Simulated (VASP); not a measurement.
Crystal: TePb.

```
CELL_PARAMETERS angstrom
0.00000 3.28605 3.28605
3.28605 0.00000 3.28605
3.28605 3.28605 0.00000
ATOMIC_POSITIONS crystal
Te 0.50000 0.50000 0.50000
Pb 0.00000 0.00000 0.00000
```

| Item | Value |
| --- | --- |
| Program | VASP 6.6.1 |
| Task | relaxation of cell and atoms |
| Functional | PBE |
| Dispersion | D3(BJ) |
| Potentials or basis | VASP PAW PBE potentials, release 64 (Te, Pb_d) |
| Cutoff | 500 eV |
| k mesh | 8 × 8 × 8 |
| Occupations | gaussian, width 0.02 eV |
| Spin | no spin polarisation |

At the start: pressure -1.7 GPa; volume 35.48 Å³/atom.

Task: Where does the relaxation end?

Result: Over 3 steps the energy falls by 9.6 meV/atom and the volume is 33.81 Å³/atom (-4.7 %); space group Fm-3m (No. 225, to 0.05 Å).

The path:
| step | energy change (eV) | largest force (eV/Å) | pressure (GPa) | volume (Å³) |
| --- | --- | --- | --- | --- |
| 1 | 0.0000 | 0.0000 | -1.66 | 70.97 |
| 2 | -0.0189 | 0.0000 | 0.25 | 67.25 |
| 3 | -0.0192 | 0.0000 | 0.01 | 67.61 |

Final structure:
```
CELL_PARAMETERS angstrom
0.00000 3.23346 3.23346
3.23346 0.00000 3.23346
3.23346 3.23346 0.00000
ATOMIC_POSITIONS crystal
Te 0.50000 0.50000 0.50000
Pb 0.00000 0.00000 0.00000
```
